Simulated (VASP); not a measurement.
A run of VASP 6.6.1:

File INCAR:

```
PREC     = Accurate       # precision mode
ENCUT    = 520            # plane-wave cutoff, eV
EDIFF    = 1E-6           # SCF threshold, eV
ISMEAR   = 0              # smearing method
SIGMA    = 0.05           # smearing width, eV
LREAL    = F              # projectors in reciprocal space
LASPH    = T              # aspherical terms in the spheres
NELM     = 80             # most SCF steps
ALGO     = Normal         # electronic algorithm
ISIF     = 2              # what is computed and relaxed
LWAVE    = F              # write WAVECAR
LCHARG   = F              # write CHGCAR
GGA      = PS             # functional
NBANDS   = 16             # bands
```

The input KPOINTS:

```
regular mesh
0
Gamma
  12 12 4
```

POSCAR

```
BN
1.0
    2.4260361196      0.0000000000      0.0000000000
   -1.2130180598      2.1010089101      0.0000000000
    0.0000000000      0.0000000000      7.4795640505
B N
2 2
Direct
    0.3333333333      0.6666666667      0.2500000000
    0.6666666667      0.3333333333      0.7500000000
    0.3333333333      0.6666666667      0.7500000000
    0.6666666667      0.3333333333      0.2500000000
```

Potentials or basis: VASP PAW PBE potentials, release 64 (B, N).

The run is started by

```console
$ cat potpaw_PBE.64/B/POTCAR potpaw_PBE.64/N/POTCAR > POTCAR
$ mpirun -np 1 vasp_std > vasp.out
```

Hardware: 1 thread of Intel(R) Xeon(R) Platinum 8488C (Sapphire Rapids), with other jobs on the host.

How long does it take, and how much memory?

Wall time 18 s on 1 thread of Intel(R) Xeon(R) Platinum 8488C (Sapphire Rapids) (shared host), peak memory 0.15 GiB. Counts: scf iterations 13, k points 57.
